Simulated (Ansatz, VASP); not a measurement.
## Two plane-wave programs on Si2F3

```xyz
5
Lattice="2.7209 1.5709 2.1809 -2.7209 1.5709 2.1809 0.0000 -3.1418 2.1809" Properties=species:S:1:pos:R:3 pbc="T T T"
Si    0.0000    0.0000    1.6873
Si    0.0000    0.0000    4.8555
F    -1.3780    1.5709    2.1809
F    -0.6714   -1.9789    2.1809
F     2.0495    0.4079    2.1809
```

Change from the starting cell: species swapped into the Ni3Se2 type (R32, No. 155).

Alike in both runs: task relaxation of cell and atoms; functional PBE; k mesh 6 × 6 × 6; occupations gaussian, width 0.1 eV; no spin polarisation.

|  | VASP | Ansatz |
| --- | --- | --- |
| version | VASP 6.6.1 | Ansatz 0.2.0 |
| potentials or method | VASP PAW PBE potentials, release 64 (Si, F), cutoff 600 eV | scalar-relativistic, plane waves, PAW |
| valence electrons in the cell | 29 | 29 |

VASP gave:

| Quantity | Value |
| --- | --- |
| gap on the k mesh at the Fermi level, each at its own relaxed structure (eV) | none |
| relaxed volume (Å³/atom) | 16.35 |
| relaxed length of the cell vector where the two differ most in proportion (Å) | 4.412 |

Q: Which values does Ansatz return?

A: gap on the k mesh at the Fermi level, each at its own relaxed structure (eV): none; relaxed volume (Å³/atom): 20.63; relaxed length of the cell vector where the two differ most in proportion (Å): 4.861.

A gap of «none» marks a metal or a gap that the smearing closes. One of these differences is far larger than is usual between the two programs; its cause wasn't traced.

Noted on VASP's run: the volume moved by over 15 % at a fixed basis, so the end points are rough.
